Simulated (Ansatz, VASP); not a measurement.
**WSe2 in VASP and in Ansatz**

```
Se W
1.0
     3.28200    0.00000    0.00000
    -1.64100    2.84230    0.00000
     0.00000    0.00000   27.83000
Se W
4 2
Direct
  0.66667 0.33333 0.32339
  0.66667 0.33333 0.44377
  0.33333 0.66667 0.55623
  0.33333 0.66667 0.67661
  0.33333 0.66667 0.38358
  0.66667 0.33333 0.61642
```

Alike in both runs: task relaxation of the atoms; functional PBE; dispersion D3(BJ); k mesh 9 × 9 × 1; occupations gaussian, width 0.02 eV; no spin polarisation.

```csv
,VASP,Ansatz
version,VASP 6.6.1,Ansatz 0.2.0
potentials or method,"VASP PAW PBE potentials, release 64 (Se, W_sv)","scalar-relativistic, plane waves, PAW"
plane-wave cutoff (eV),520,420
valence electrons in the cell,52,92
```

Ansatz gave:

* gap on the k mesh at the Fermi level, each at its own relaxed structure (eV): 1.38

Question: Which values does VASP return?

Answer: gap on the k mesh at the Fermi level, each at its own relaxed structure (eV): 1.37.

VASP's potentials hold 52 valence electrons a cell and Ansatz's 92, so a difference there can come from the potentials and not from the codes. Ansatz's warnings: slab cell height set.

Spin-orbit coupling is off throughout.
